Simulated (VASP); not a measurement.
MnO, 2 atoms in the cell. Symmetry: Fm-3m, No. 225, cubic system. The conventional cell has a = 4.444 Å, b = 4.444 Å, c = 4.444 Å, α = 90.00°, β = 90.00°, γ = 90.00°. Mn (site symmetry m-3m) has 6 O at 2.22 Å within 2.9 Å. O (site symmetry m-3m) has 6 Mn at 2.22 Å within 2.9 Å. 

- Program: VASP 6.6.1
- Task: single point
- Functional: PBE
- Potentials or basis: VASP PAW PBE potentials, release 64 (Mn_pv, O)
- Cutoff: 520 eV
- k mesh: 9 × 9 × 9
- Occupations: fermi-dirac, width 0.05 eV
- Spin: collinear spin, ferromagnetic start
- Starting moments: [2.0, 0.0] μB
- Fixed moment: 2 μB
- Dipole correction: no
- Further INCAR settings: ALGO = Normal; EDIFF = 1e-06; NBANDS = 20

Potentials or basis: VASP PAW PBE potentials, release 64 (Mn_pv, O).

Command:

```console
$ cat potpaw_PBE.64/Mn_pv/POTCAR potpaw_PBE.64/O/POTCAR > POTCAR
$ mpirun -np 1 vasp_std > vasp.out
```

Hardware: 1 thread of Intel Xeon 6975P-C (shared host).

Question: Estimate the wall time of this run.

Answer: It took 62 s on 1 thread of Intel Xeon 6975P-C, with other jobs on the host, peak memory 0.16 GiB. Counts: scf iterations 17, k points 35.
